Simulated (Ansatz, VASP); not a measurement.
**One calculation of NiSb, two programs**

```xyz
4
Lattice="3.8478 0.0000 0.0000 -1.9239 3.3323 0.0000 0.0000 0.0000 5.0155" Properties=species:S:1:pos:R:3 pbc="T T T"
Sb    1.9239    1.1108    3.7616
Sb    0.0000    2.2215    1.2539
Ni    0.0000    0.0000    2.5077
Ni    0.0000    0.0000    0.0000
```

Change from the starting cell: volume scaled by 0.94.

Alike in both runs: task single point; functional PBEsol; k mesh 8 × 8 × 5; occupations fermi-dirac, width 0.05 eV; collinear spin.

```csv
,VASP,Ansatz
version,VASP 6.6.1,Ansatz 0.2.0
potentials or method,"VASP PAW PBE potentials, release 64 (Sb, Ni), cutoff 520 eV","all-electron LAPW, scalar-relativistic"
```

```tsv
	VASP	Ansatz	Ansatz less VASP
gap on the k mesh at the Fermi level (eV)	none	none	-
pressure (GPa)	6.7	6.6	-0.06
traceless stress, the component that is largest in VASP (GPa)	-0.66	-0.77	-0.106
net moment per atom (μB)	0.00	0.00	0.000
```

VASP's potentials were made for PBE, not for PBEsol. A gap of «none» marks a metal or a gap that the smearing closes. Ansatz ran all-electron here, and VASP with PAW potentials.

Spin-orbit coupling is off throughout.
